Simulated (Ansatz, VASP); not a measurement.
Cu2Os in VASP and in Ansatz

The input INCAR:

```
SYSTEM = Cu2Os
ALGO = Normal
EDIFF = 1E-7
EDIFFG = -0.04
ENCUT = 600
GGA = PE
GGA_COMPAT = .False.
IBRION = 2
ISIF = 3
ISMEAR = 0
LASPH = .True.
LCHARG = .False.
LREAL = .False.
LWAVE = .False.
NELM = 120
NELMIN = 4
NSW = 90
PREC = Accurate
SIGMA = 0.1
```

KPOINTS

```
k-points
0
Gamma
  6 6 6
  0 0 0
```

File POSCAR:

```
Cu2Os
1.0
    0.0000000000      2.6943961800      2.6943961800
    2.6943961800      0.0000000000      2.6943961800
    2.6943961800      2.6943961800      0.0000000000
Cu Os
2 1
Direct
    0.2500000000      0.2500000000      0.2500000000
    0.7500000000      0.7500000000      0.7500000000
    0.0000000000      0.0000000000      0.0000000000
```

Input for Ansatz:

```yaml
crystal:
  lattice:
    - [0.0, 2.69439618, 2.69439618]
    - [2.69439618, 0.0, 2.69439618]
    - [2.69439618, 2.69439618, 0.0]
  atoms:
    - { symbol: Cu, position: [0.25, 0.25, 0.25] }
    - { symbol: Cu, position: [0.75, 0.75, 0.75] }
    - { symbol: Os, position: [0.0, 0.0, 0.0] }
basis:
  ecutwfc: 420
kpoints:
  mp_grid: { grid: [6, 6, 6] }
hamiltonian:
  xc: pbe
scf:
  occupations: { method: gaussian, width: 0.1 }
  lower_state_search: "off"
output:
  forces: true
  stress: true
  eigenvalues: true
relax:
  adjacent_minimum: "off"
  f_tol: 0.04
  max_steps: 70
  cell: { stress_tol: 0.4 }
```

Change from the starting cell: species swapped into the PbF2 type (Fm-3m, No. 225).

Alike in both runs: task relaxation of cell and atoms; functional PBE; k mesh 6 × 6 × 6; occupations gaussian, width 0.1 eV; no spin polarisation.

```csv
,VASP,Ansatz
version,VASP 6.6.1,Ansatz 0.2.0
potentials or method,"VASP PAW PBE potentials, release 64 (Cu, Os), cutoff 600 eV","scalar-relativistic, plane waves, PAW"
valence electrons in the cell,30,54
```

```csv
,VASP,Ansatz,Ansatz less VASP
"gap on the k mesh at the Fermi level, each at its own relaxed structure (eV)",none,none,-
relaxed volume (Å³/atom),15.79,15.76,-0.028
relaxed cell length with the largest relative difference (Å),4.062,4.059,-0.0024
```

A gap of «none» marks a metal or a gap that the smearing closes. VASP's potentials hold 30 valence electrons a cell and Ansatz's 54, so a difference there can come from the potentials and not from the codes.

Neither program's run includes spin-orbit coupling. Noted on VASP's run: the volume moved by over 15 % at a fixed basis, so the end points are rough.
